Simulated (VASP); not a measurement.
Set up this calculation in VASP 6.6.1, as the native input.

```yaml
Task: single point
Functional: LDA
Potentials_or_basis: VASP PAW LDA potentials, release 64 (C)
Cutoff: 520 eV
k_mesh: 14 × 14 × 14
Occupations: gaussian, width 0.05 eV
Spin: no spin polarisation
Dipole_correction: no
Further_INCAR_settings: ALGO = Normal; EDIFF = 1e-06; NBANDS = 11
```

The structure of C lies in POSCAR:

```
C
1.0
    0.0000000000      2.1869467782      3.1669703753
    1.2626096115      0.0000000000      3.1669703753
    1.2626096115      2.1869467782      0.0000000000
C
2
Direct
    0.1666700000      0.8333300000      0.1666700000
    0.8333300000      0.1666700000      0.8333300000
```

This cell differs from its parent crystal: ratio of the length along z to the lengths across it x 0.92, volume and fractional coordinates fixed.

One way to write it, as run:

INCAR

```
SYSTEM = C
  PREC = Accurate
  ENCUT = 520
  EDIFF = 1E-6
  ISMEAR = 0
  SIGMA = 0.05
  LREAL = .False.
  LASPH = .True.
  NELM = 60
  ALGO = Normal
  ISIF = 2
  LWAVE = .False.
  LCHARG = .False.
  GGA = CA
  NBANDS = 11
```

KPOINTS

```
regular mesh
0
Gamma
  14 14 14
  0 0 0
```

Potentials or basis: VASP PAW LDA potentials, release 64 (C).

The run is started by

```bash
$ cat potpaw_LDA.64/C/POTCAR > POTCAR
$ mpirun -np 1 vasp_std > vasp.out
```

It gave:

The pressure is -24.2 GPa and the largest force is 0.031 eV/Å. The band gap on the k mesh is zero (band 4 reaches 5.07 eV, above the bottom of band 5 at 5.06 eV).

It took 34 s on 1 thread of Intel(R) Xeon(R) 6975P-C (Granite Rapids), on a shared host, peak memory 0.17 GiB.
